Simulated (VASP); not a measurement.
# C (P6_3/mmc) in VASP: a series of runs

C is run at these levels: PBE; tasks: single point, relaxation of cell and atoms.

Program: VASP 6.6.1. These are calculated values, not measurements. Logs are shortened: lines on timing, memory, paths and dates and some standing lists are left out, and cuts for length are marked.

### 1 The cell of the first run

It takes space group P6_3/mmc (No. 194, hexagonal). The conventional cell has a = 2.466 Å, b = 2.466 Å, c = 8.795 Å, α = 90.00°, β = 90.00°, γ = 120.00°. Within 1.9 Å of C (site symmetry -6m2) lie 3 C at 1.42 Å. C (site symmetry -6m2) has 3 C at 1.42 Å within 1.9 Å.

### 2 Single point, PBE

INCAR

```
SYSTEM = C
PREC = Accurate
ENCUT = 520
EDIFF = 1E-6
ISMEAR = 0
SIGMA = 0.05
LREAL = .FALSE.
LASPH = .TRUE.
NELM = 80
ALGO = Normal
ISIF = 2
LWAVE = .FALSE.
LCHARG = .FALSE.
GGA = PE
NBANDS = 16
```

KPOINTS

```
regular mesh
0
G
  20 20 6
  0 0 0
```

POSCAR

```
C
1.0
    2.4664850117      0.0000000000      0.0000000000
   -1.2332425058      2.1360386782      0.0000000000
    0.0000000000      0.0000000000      8.7946112250
C
4
Direct
    0.0000000000      0.0000000000      0.2500000000
    0.0000000000      0.0000000000      0.7500000000
    0.3333333333      0.6666666667      0.2500000000
    0.6666666667      0.3333333333      0.7500000000
```

Potentials or basis: VASP PAW PBE potentials, release 64 (C).

The run is started by

```bash
cat potpaw_PBE.64/C/POTCAR > POTCAR
mpirun -np 1 vasp_std > vasp.out
```

OUTCAR:

```text
SYSTEM = C
   PREC = Accurate
   ENCUT = 520
   EDIFF = 1E-6
   ISMEAR = 0
   LREAL = .FALSE.
   LASPH = .TRUE.
   NELM = 80
   ISIF = 2
   GGA = PE

 ion  position               nearest neighbor table
   1  0.000  0.000  0.250-   3 1.42   3 1.42   3 1.42
   2  0.000  0.000  0.750-   4 1.42   4 1.42   4 1.42
   3  0.333  0.667  0.250-   1 1.42   1 1.42   1 1.42
   4  0.667  0.333  0.750-   2 1.42   2 1.42   2 1.42

  LATTYP: Found a hexagonal cell.
 ALAT       =     2.4664850117
 C/A-ratio  =     3.5656455171

  Lattice vectors:

 A1 = (   2.4664850117,   0.0000000000,   0.0000000000)
 A2 = (  -1.2332425058,   2.1360386782,   0.0000000000)
 A3 = (   0.0000000000,   0.0000000000,   8.7946112250)

Analysis of symmetry for initial positions (statically):
=====================================================================
 Subroutine PRICEL returns:
 Original cell was already a primitive cell.

 Routine SETGRP: Setting up the symmetry group for a
 hexagonal supercell.

 Subroutine GETGRP returns: Found 24 space group operations
 (whereof 12 operations were pure point group operations)
 out of a pool of 24 trial point group operations.

The static configuration has the point symmetry D_3d.
 The point group associated with its full space group is D_6h.

Analysis of symmetry for dynamics (positions and initial velocities):
=====================================================================
 Subroutine PRICEL returns:
 Original cell was already a primitive cell.

 Routine SETGRP: Setting up the symmetry group for a
 hexagonal supercell.

 Subroutine GETGRP returns: Found 24 space group operations
 (whereof 12 operations were pure point group operations)
 out of a pool of 24 trial point group operations.

The dynamic configuration has the point symmetry D_3d.
 The point group associated with its full space group is D_6h.

 Subroutine INISYM returns: Found 24 space group operations
 (whereof 12 operations are pure point group operations),
 and found     1 'primitive' translations

----------------------------------------------------------------------------------------

                                     Primitive cell

  volume of cell :      46.3345

  direct lattice vectors                    reciprocal lattice vectors
     2.466485012  0.000000000  0.000000000     0.405435263  0.234078158  0.000000000
    -1.233242506  2.136038678  0.000000000     0.000000000  0.468156317  0.000000000
     0.000000000  0.000000000  8.794611225     0.000000000  0.000000000  0.113705993

  length of vectors
     2.466485012  2.466485012  8.794611225     0.468156317  0.468156317  0.113705993

  position of ions in fractional coordinates (direct lattice)
     0.000000000  0.000000000  0.250000000
     0.000000000  0.000000000  0.750000000
     0.333333333  0.666666667  0.250000000
     0.666666667  0.333333333  0.750000000

  ion indices of the primitive-cell ions
   primitive index   ion index
                 1           1
                 2           2
                 3           3
                 4           4

----------------------------------------------------------------------------------------

 KPOINTS: regular mesh

Automatic generation of k-mesh.
 Grid dimensions read from file:
 generate k-points for:   20   20    6

 Generating k-lattice:

  Cartesian coordinates                     Fractional coordinates (reciprocal lattice)
     0.020271763  0.011703908  0.000000000     0.050000000  0.000000000  0.000000000
     0.000000000  0.023407816  0.000000000     0.000000000  0.050000000  0.000000000
     0.000000000  0.000000000  0.018950999     0.000000000  0.000000000  0.166666667

  Length of vectors
     0.023407816  0.023407816  0.018950999

  Shift w.r.t. Gamma in fractional coordinates (k-lattice)
     0.000000000  0.000000000  0.000000000

 Subroutine IBZKPT returns following result:
 ===========================================

 Found    176 irreducible k-points:

 Following reciprocal coordinates:
            Coordinates               Weight
  0.000000  0.000000  0.000000      1.000000
  0.050000  0.000000  0.000000      6.000000
  0.100000  0.000000  0.000000      6.000000
  0.150000  0.000000  0.000000      6.000000
  0.200000  0.000000  0.000000      6.000000
  0.250000  0.000000  0.000000      6.000000
[... 16 lines left out ...]
  0.200000  0.100000  0.000000     12.000000
  0.250000  0.100000  0.000000     12.000000
 [... further k-points ...]
   k-points           NKPTS =    176   k-points in BZ     NKDIM =    176   number of bands    NBANDS=     16
   number of dos      NEDOS =    301   number of ions     NIONS =      4
   total plane-waves  NPLWV =  22680
   dimension x,y,z NGX =    18 NGY =   18 NGZ =   70
   dimension x,y,z NGXF=    36 NGYF=   36 NGZF=  140
   ions per type =               4
   NGX,Y,Z   is equivalent  to a cutoff of  12.13, 12.13, 13.23 a.u.
   NGXF,Y,Z  is equivalent  to a cutoff of  24.26, 24.26, 26.46 a.u.
 SYSTEM =  C
   PREC   = accura    normal or accurate (medium, high low for compatibility)
   ISTART =      0    job   : 0-new  1-cont  2-samecut
   ICHARG =      2    charge: 1-file 2-atom 10-const
   ISPIN  =      1    spin polarized calculation?
   LNONCOLLINEAR =      F non collinear calculations
   LSORBIT =      F    spin-orbit coupling
   LASPH  =      T    aspherical Exc in radial PAW
   ENCUT  =  520.0 eV  38.22 Ry    6.18 a.u.   4.59  4.59 16.35*2*pi/ulx,y,z
   NELM   =     80;   NELMIN=  2; NELMDL= -5     # of ELM steps
   EDIFF  = 0.1E-05   stopping-criterion for ELM
   LREAL  =      F    real-space projection
   EDIFFG = 0.1E-04   stopping-criterion for IOM
   NSW    =      0    number of steps for IOM
   IBRION =     -1    ionic relax: 0-MD 1-quasi-New 2-CG
   NFREE  =      0    steps in history (QN), initial steepest desc. (CG)
   ISIF   =      2    stress and relaxation
   ISYM   =      2    0-nonsym 1-usesym 2-fastsym
   POTIM  = 0.5000    time-step for ionic-motion
   TEBEG  =    0.0;   TEEND  =   0.0 temperature during run
   PSTRESS=    0.0 pullay stress
   NELECT =      16.0000    total number of electrons
   NUPDOWN=      -1.0000    fix difference up-down
   EMIN   =  10.00;   EMAX   =-10.00  energy-range for DOS
   EFERMI =   0.00;   METHOD = LEGACY
   ISMEAR =     0;   SIGMA  =   0.05  broadening in eV -4-tet -1-fermi 0-gaus
   EFERMI_NEDOS =   21; number of points for ismear=-14 and -15
   IALGO  =     38    algorithm
   IMIX   =      4    mixing-type and parameters
     AMIX     =   0.40;   BMIX     =  1.00
     AMIX_MAG =   1.60;   BMIX_MAG =  1.00
  volume/ion in A,a.u.               =      11.58        78.17
  Fermi-wavevector in a.u.,A,eV,Ry     =   1.148542  2.170429 17.948097  1.319148
  Thomas-Fermi vector in A             =   2.285216
   LORBIT       =      0    0 simple, 1 ext, 2 COOP (PROOUT), +10 PAW based schemes
   GGA     = PE    functional components
   LHFCALC =     F    Hartree Fock is set to
   AEXX    =    0.0000 exact exchange contribution
   IVDW    =     0    specifies the selected vdW correction
   LEPSILON=     F    determine dielectric tensor
   LRPA    =     F    only Hartree local field effects (RPA)
 non-spin polarized calculation
 Gauss-broadening in eV      SIGMA  =   0.05
  energy-cutoff  :      520.00
  volume of cell :       46.33
 maximum number of plane-waves:      1270
   NGX =  9   NGY =  9   NGZ = 33

 number of electron      15.9999998 magnetization

 Free energy of the ion-electron system (eV)
  ---------------------------------------------------
  ext. energy  EPLUGINS =         0.00000000
  ---------------------------------------------------
  free energy    TOTEN  =       -36.90793393 eV

  energy without entropy =      -36.90793393  energy(sigma->0) =      -36.90793393

 E-fermi :   2.4263     XC(G=0):  -8.5306

 val. band max:        2.1862405462   @ k =   0.3500   0.3000   0.0000
 cond. band min:       2.9851446995   @ k =   0.3500   0.3000   0.0000
 fundamental gap:      0.7989041533
 Fermi energy:         2.4263189446

 k-point     1 :       0.0000    0.0000    0.0000
  band No.  band energies     occupation
      1     -16.9495      2.00000
      2     -16.9234      2.00000
      3      -5.2243      2.00000
      4      -4.8334      2.00000
      5      -0.4655      2.00000
      6      -0.4655      2.00000
[... 8 lines left out ...]
     15      12.3219      0.00000
     16      13.9892      0.00000

 k-point     2 :       0.0500    0.0000    0.0000
  band No.  band energies     occupation
      1     -16.8905      2.00000
      2     -16.8644      2.00000
      3      -5.1531      2.00000
      4      -4.7635      2.00000
      5      -0.7078      2.00000
      6      -0.7068      2.00000
[... 8 lines left out ...]
     15      12.4048      0.00000
     16      13.7816      0.00000

 k-point     3 :       0.1000    0.0000    0.0000
  band No.  band energies     occupation
      1     -16.7133      2.00000
      2     -16.6876      2.00000
      3      -4.9403      2.00000
      4      -4.5546      2.00000
      5      -1.3835      2.00000
      6      -1.3816      2.00000
[... 8 lines left out ...]
     15      12.6424      0.00000
     16      13.1858      0.00000

 k-point     4 :       0.1500    0.0000    0.0000
  band No.  band energies     occupation
      1     -16.4187      2.00000
      2     -16.3938      2.00000
      3      -4.5878      2.00000
      4      -4.2087      2.00000
      5      -2.3758      2.00000
      6      -2.3727      2.00000
[... 8 lines left out ...]
     15      12.9777      0.00000
     16      12.9811      0.00000

 k-point     5 :       0.2000    0.0000    0.0000
  band No.  band energies     occupation
      1     -16.0081      2.00000
      2     -15.9841      2.00000
      3      -4.0993      2.00000
      4      -3.7300      2.00000
      5      -3.5643      2.00000
      6      -3.5597      2.00000
[... 8 lines left out ...]
     15      13.5018      0.00000
     16      14.3723      0.00000

 k-point     6 :       0.2500    0.0000    0.0000
  band No.  band energies     occupation
      1     -15.4832      2.00000
      2     -15.4603      2.00000
      3      -4.8545      2.00000
      4      -4.8484      2.00000
      5      -3.4813      2.00000
      6      -3.1256      2.00000
[... 8 lines left out ...]
     15      14.1151      0.00000
     16      15.9596      0.00000
[... 267 lines left out ...]
 k-point    21 :       0.1000    0.1000    0.0000
  band No.  band energies     occupation
      1     -16.2425      2.00000
      2     -16.2179      2.00000
      3      -4.3775      2.00000
      4      -4.0025      2.00000
      5      -2.7328      2.00000
      6      -2.7309      2.00000
[... 8 lines left out ...]
     15      12.8703      0.00000
     16      12.8759      0.00000

 k-point    22 :       0.1500    0.1000    0.0000
  band No.  band energies     occupation
      1     -15.8328      2.00000
      2     -15.8091      2.00000
      3      -3.8912      2.00000
      4      -3.7324      2.00000
      5      -3.7292      2.00000
      6      -3.5262      2.00000
[... 8 lines left out ...]
     15      13.5881      0.00000
     16      13.6491      0.00000

 k-point    23 :       0.2000    0.1000    0.0000
  band No.  band energies     occupation
      1     -15.3094      2.00000
      2     -15.2869      2.00000
      3      -4.8944      2.00000
      4      -4.8892      2.00000
      5      -3.2759      2.00000
      6      -3.1281      2.00000
[... 8 lines left out ...]
     15      14.2858      0.00000
     16      14.7549      0.00000

 k-point    24 :       0.2500    0.1000    0.0000
  band No.  band energies     occupation
      1     -14.6753      2.00000
      2     -14.6540      2.00000
      3      -6.1403      2.00000
      4      -6.1332      2.00000
      5      -3.6376      2.00000
      6      -3.6342      2.00000
[... 8 lines left out ...]
     15      15.0197      0.00000
     16      15.9664      0.00000

 [... further k-points ...]

------------------------ aborting loop because EDIFF is reached ----------------------------------------

  FORCE on cell =-STRESS in cart. coord.  units (eV):
  Direction    XX          YY          ZZ          XY          YZ          ZX
  --------------------------------------------------------------------------------------
  -------------------------------------------------------------------------------------
  Total        0.1554688      0.1554688     -0.0190105      0.0000000     -0.0000000      0.0000000
  in kB        5.3758796      5.3758796     -0.6573551      0.0000000     -0.0000000      0.0000000
  external PRESSURE =       3.3648013 kB  Pullay stress =       0.0000000 kB

 VOLUME and BASIS-vectors are now :
 -----------------------------------------------------------------------------
  energy-cutoff  :      520.00
  volume of cell :       46.33
      direct lattice vectors                 reciprocal lattice vectors
     2.466485012  0.000000000  0.000000000     0.405435263  0.234078158  0.000000000
    -1.233242506  2.136038678  0.000000000     0.000000000  0.468156317  0.000000000
     0.000000000  0.000000000  8.794611225     0.000000000  0.000000000  0.113705993

 POSITION                                       TOTAL-FORCE (eV/Angst)
 -----------------------------------------------------------------------------------
      0.00000      0.00000      2.19865        -0.000000      0.000000      0.000000
      0.00000      0.00000      6.59596         0.000000     -0.000000      0.000000
     -0.00000      1.42403      2.19865        -0.000000      0.000000      0.000000
      1.23324      0.71201      6.59596         0.000000     -0.000000     -0.000000
 -----------------------------------------------------------------------------------
    total drift:                                0.000000     -0.000000      0.000000

  FREE ENERGIE OF THE ION-ELECTRON SYSTEM (eV)
  ---------------------------------------------------
  free  energy   TOTEN  =       -36.9079339300 eV

  energy  without entropy=      -36.9079339300  energy(sigma->0) =      -36.90793393
```

Run time: 2.8 min. Hardware: 1 thread of Intel Xeon 8259CL, shared host; peak memory 0.22 GiB.

Results:

```
Free energy : -36.9079 eV
Pressure    : 0.3 GPa
```

Caveat: this functional lacks dispersion, which binds layers or chains, so the pressure and a relaxed spacing across them are unreliable.

### 3 Relaxation of cell and atoms, PBE

This run uses another cell than the first one, of 8.82 Å³/atom.

INCAR

```
ALGO     = Normal         # electronic algorithm
EDIFF    = 1E-7           # SCF threshold, eV
EDIFFG   = -0.01          # ionic threshold
ENCUT    = 600            # plane-wave cutoff, eV
GGA      = PE             # functional
IBRION   = 2              # ionic algorithm
ISIF     = 3              # what is computed and relaxed
ISMEAR   = 0              # smearing method
LASPH    = True           # aspherical terms in the spheres
LCHARG   = False          # write CHGCAR
LREAL    = False          # projectors in reciprocal space
LWAVE    = False          # write WAVECAR
NELM     = 100            # most SCF steps
NSW      = 80             # ionic steps
PREC     = Accurate       # precision mode
SIGMA    = 0.05           # smearing width, eV
```

KPOINTS

```
k-points
0
Gamma
  20 20 6
```

POSCAR

```
C
1.0
    2.4640000000      0.0000000000      0.0000000000
   -1.2320000000      2.1338865949      0.0000000000
    0.0000000000      0.0000000000      6.7110000000
C
4
Direct
    0.0000000000      0.0000000000      0.2500000000
    0.0000000000      0.0000000000      0.7500000000
    0.3333333333      0.6666666667      0.2500000000
    0.6666666667      0.3333333333      0.7500000000
```

Potentials or basis: VASP PAW PBE potentials, release 64 (C).

The run is started by

```bash
cat potpaw_PBE.64/C/POTCAR > POTCAR
mpirun -np 1 vasp_std > vasp.out
```

Run time: 17 min. Hardware: 1 thread of Intel Xeon 8259CL, shared host; peak memory 0.21 GiB.

It converged, with:

```
Free energy                           : -36.9033 eV
Relaxed volume                        : 10.40 Å³/atom
Relaxed cell                          : a = 2.467 Å, b = 2.467 Å, c = 7.894 Å, α = 90.00°, β = 90.00°, γ = 120.00°
Space group after relaxing (to 0.1 Å) : P6_3/mmc (No. 194)
Energy gained by relaxing             : 12.1 meV/atom
Ionic steps                           : 13
Pressure after relaxing               : 0.0 GPa
```

Step by step:
```
step  energy change (eV)  largest force (eV/Å)  pressure (GPa)  volume (Å³)
   1              0.0000                0.0000            1.77        35.29
   2             -0.0050                0.0000           -0.56        35.79
   3             -0.0058                0.0000           -2.00        36.11
   4             -0.0074                0.0000           -1.95        36.19
   5             -0.0121                0.0000           -1.81        36.45
   6             -0.0203                0.0000           -1.51        36.95
   7             -0.0326                0.0000           -0.88        37.96
   8             -0.0456                0.0000            0.36        39.96
   9             -0.0359                0.0000            2.36        43.92
  10             -0.0476                0.0000            0.96        41.00
  11             -0.0476                0.0000            1.07        41.21
  12             -0.0472                0.0000           -1.37        42.14
  13             -0.0483                0.0000           -0.01        41.61
```

Final structure:
```cif
data_structure
_symmetry_space_group_name_H-M 'P 1'
_symmetry_Int_Tables_number 1
_cell_length_a 2.4672
_cell_length_b 2.4672
_cell_length_c 7.8942
_cell_angle_alpha 90.000
_cell_angle_beta 90.000
_cell_angle_gamma 120.000
_cell_volume 41.61
loop_
_atom_site_label
_atom_site_type_symbol
_atom_site_fract_x
_atom_site_fract_y
_atom_site_fract_z
_atom_site_occupancy
C1 C 0.00000 0.00000 0.25000 1
C2 C 0.00000 0.00000 0.75000 1
C3 C 0.33333 0.66667 0.25000 1
C4 C 0.66667 0.33333 0.75000 1
```

Caveat: the volume moved by over 15 % at a fixed basis, so the end points are rough; this functional lacks dispersion, which binds layers or chains, so the pressure and a relaxed spacing across them are unreliable.
